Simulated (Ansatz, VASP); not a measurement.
Al: VASP beside Ansatz

```
CELL_PARAMETERS angstrom
2.79875 0.00000 0.00000
-1.39937 2.42378 0.00000
0.00000 0.00000 8.89917
ATOMIC_POSITIONS crystal
Al 0.00000 0.00000 0.00000
Al 0.33333 0.66667 0.25000
Al 0.00000 0.00000 0.50000
Al 0.66667 0.33333 0.75000
```

Alike in both runs: task single point; functional PBE; dispersion D3(BJ); k mesh 18 × 18 × 6; occupations gaussian, width 0.15 eV; no spin polarisation.

```csv
,VASP,Ansatz
version,VASP 6.6.1,Ansatz 0.2.0
potentials or method,"VASP PAW PBE potentials, release 64 (Al), cutoff 520 eV","scalar-relativistic, plane waves, PAW"
valence electrons in the cell,12,12
```

|  | VASP | Ansatz | Ansatz less VASP |
| --- | --- | --- | --- |
| gap on the k mesh at the Fermi level (eV) | none | none | - |
| pressure (GPa) | 4.7 | 4.8 | +0.03 |
| traceless stress, the component that is largest in VASP (GPa) | 2.52 | 2.52 | -0.003 |

A gap of «none» marks a metal or a gap that the smearing closes.
